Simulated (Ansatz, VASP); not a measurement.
# One calculation of NaMgI3, two programs

The input POSCAR:

```
NaMgI3
1.0
    5.6725620517      0.0000000000      0.0000000000
    0.0000000000      5.7883286242      0.0000000000
    0.0000000000      0.0000000000      5.7883286242
Na Mg I
1 1 3
Direct
    0.0000000000      0.0000000000      0.0000000000
    0.5000000000      0.5000000000      0.5000000000
    0.5000000000      0.5000000000      0.0000000000
    0.5000000000      0.0000000000      0.5000000000
    0.0000000000      0.5000000000      0.5000000000
```

INCAR.step1

```
PREC = Accurate
ENCUT = 520
ISMEAR = 0
SIGMA = 0.01
LREAL = F
LASPH = T
NELM = 60
NBANDS = 23
GGA = PE
ALGO = Normal
EDIFF = 1E-4
LWAVE = T
LCHARG = F
```

The input INCAR.step2:

```
PREC = Accurate
ENCUT = 520
EDIFF = 1E-6
ISMEAR = 0
SIGMA = 0.01
LREAL = F
LASPH = T
NELM = 60
ALGO = Normal
ISIF = 2
LWAVE = F
LCHARG = F
METAGGA = R2SCAN
LMIXTAU = T
NBANDS = 23
ISTART = 1
```

KPOINTS

```
regular mesh
0
Gamma
  4 4 4
```

Input for Ansatz:

```yaml
crystal:
  lattice:
    - [5.6725620517, 0.0, 0.0]
    - [0.0, 5.7883286242, 0.0]
    - [0.0, 0.0, 5.7883286242]
  atoms:
    - { symbol: Na, position: [0.0, 0.0, 0.0] }
    - { symbol: Mg, position: [0.5, 0.5, 0.5] }
    - { symbol: I, position: [0.5, 0.5, 0.0] }
    - { symbol: I, position: [0.5, 0.0, 0.5] }
    - { symbol: I, position: [0.0, 0.5, 0.5] }
kpoints:
  mp_grid: { grid: [4, 4, 4] }
  band_path:
    path: [[0.0, 0.0, 0.0], [0.0, 0.5, 0.0], [0.5, 0.5, 0.0], [0.5, 0.5, 0.5]]
    npoints: 1
hamiltonian:
  xc: r2scan
scf:
  occupations: { method: fixed }
  n_extra_bands: 5
output:
  forces: true
  stress: true
  eigenvalues: true
```

Change from the starting cell: uniaxial_x strain -2.0%.

Alike in both runs: task single point; functional r2SCAN; k mesh 4 × 4 × 4; no spin polarisation.

|  | VASP | Ansatz |
| --- | --- | --- |
| version | VASP 6.6.1 | Ansatz 0.2.0 |
| potentials or method | VASP PAW PBE potentials, release 64 (Na_pv, Mg, I) | plane waves, PAW |
| plane-wave cutoff (eV) | 520 | 500 |
| occupations | gaussian, width 0.01 eV | fixed |
| valence electrons in the cell | 30 | 70 |

VASP gave:

```
gap on the k mesh at the Fermi level (eV)                     : 1.78
pressure (GPa)                                                : 0.4
traceless stress, the component that is largest in VASP (GPa) : 0.33
```

Q: Estimate Ansatz's values.

A: gap on the k mesh at the Fermi level (eV): 1.82; pressure (GPa): 0.5; traceless stress, the component that is largest in VASP (GPa): 0.34.

VASP's potentials were made for PBE, not for r2SCAN. VASP's potentials hold 30 valence electrons a cell and Ansatz's 70, so a difference there can come from the potentials and not from the codes.

Spin-orbit coupling is off throughout.
